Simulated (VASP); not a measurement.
MoS2:

```
Mo S
1.0
     3.18999    0.00000    0.00000
    -1.59499    2.76261    0.00000
     0.00000    0.00000   12.40562
Mo S
2 4
Direct
  0.66667 0.33333 0.75000
  0.33333 0.66667 0.25000
  0.66667 0.33333 0.37700
  0.33333 0.66667 0.87700
  0.66667 0.33333 0.12300
  0.33333 0.66667 0.62300
```

Base run:

```yaml
Program: VASP 6.6.1
Functional: PBE
Dispersion: D3(BJ)
Potentials_or_basis: VASP PAW PBE potentials, release 64 (Mo_sv, S)
Cutoff: 520 eV
k_mesh: 10 × 10 × 3
Occupations: fermi-dirac, width 0.05 eV
Spin: no spin polarisation
```

Its results: band gap on the k mesh 0.96 eV, indirect (least direct gap 1.82 eV); pressure -4.8 GPa; largest force 0.378 eV/Å.

Q: After a change of settings the same cell gave: band gap on the k mesh 1.00 eV, indirect (least direct gap 1.82 eV); pressure -17.2 GPa; largest force 0.872 eV/Å. Which change was it?
A. dispersion from D3(BJ) to D4; further incar settings from ALGO = Normal; EDIFF = 1e-07; NBANDS = 35 to ALGO = Normal; EDIFF = 1e-06; NBANDS = 35
B. dispersion from D3(BJ) to none; further incar settings from ALGO = Normal; EDIFF = 1e-07; NBANDS = 35 to ALGO = Normal; EDIFF = 1e-06; NBANDS = 35
C. dispersion from D3(BJ) to none
D. functional from PBE to RPBE; further incar settings from ALGO = Normal; EDIFF = 1e-07; NBANDS = 35 to ALGO = Normal; EDIFF = 1e-06; NBANDS = 35

A: D.

Caveats: the PAW data sets were made with another functional, which shifts forces and pressure a little (some runs).
